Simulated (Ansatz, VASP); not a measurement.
## Se in VASP and in Ansatz

Contents of INCAR:

```
SYSTEM = Se
PREC = Accurate ; ENCUT = 520
EDIFF = 1E-7 ; ISMEAR = -1
SIGMA = 0.05 ; LREAL = .FALSE.
LASPH = .TRUE. ; NELM = 60
ALGO = Normal ; ISIF = 2
LWAVE = .FALSE. ; LCHARG = .FALSE.
GGA = PE ; NBANDS = 16
```

KPOINTS

```
regular mesh
0
G
  2 2 2
  0 0 0
```

POSCAR

```
Se
1.0
    4.5203796332      0.0000000000      0.0000000000
   -2.2601898166      3.9147635971      0.0000000000
    0.0000000000      0.0000000000      5.0453124951
Se
3
Direct
    0.2189274285      0.0000000000      0.3333333333
    1.0000000000      0.2189274285      0.6666666667
    0.7810725715      0.7810725715      0.0000000000
```

Input for Ansatz:

```yaml
crystal:
  lattice:
    - [4.5203796332, 0.0, 0.0]
    - [-2.2601898166, 3.9147635971, 0.0]
    - [0.0, 0.0, 5.0453124951]
  atoms:
    - { symbol: Se, position: [0.2189274285, 0.0, 0.3333333333] }
    - { symbol: Se, position: [1.0, 0.2189274285, 0.6666666667] }
    - { symbol: Se, position: [0.7810725715, 0.7810725715, 0.0] }
hamiltonian:
  xc: pbe
  pseudopotentials:
    kind: paw
    azcp:
      Se: "pseudopotentials/Se.paw.azcp"
basis:
  ecutwfc: 420
  fft_grid_basis: typed
kpoints:
  mp_grid: { grid: [2, 2, 2], shift: [0, 0, 0] }
magnetization:
  spin_polarized: false
scf:
  occupations: { method: fermi_dirac, width: 0.05 }
  lower_state_search: "off"
output:
  stress: true
```

Alike in both runs: task single point; functional PBE; k mesh 2 × 2 × 2; occupations fermi-dirac, width 0.05 eV; no spin polarisation.

|  | VASP | Ansatz |
| --- | --- | --- |
| version | VASP 6.6.1 | Ansatz 0.2.0 |
| potentials or method | VASP PAW PBE potentials, release 64 (Se), cutoff 520 eV | plane waves (420 eV) with PAW, scalar-relativistic |
| valence electrons in the cell | 18 | 48 |

VASP gave:

```
pressure (GPa)                                                : 0.2
traceless stress, the component that is largest in VASP (GPa) : -1.08
```

Q: Estimate Ansatz's values.

A: Pressure (GPa): 0.1; traceless stress, the component that is largest in VASP (GPa): -1.11.

VASP's potentials hold 18 valence electrons a cell and Ansatz's 48, so a difference there can come from the potentials and not from the codes.

The k mesh is coarse, so the values compare programs but aren't converged.
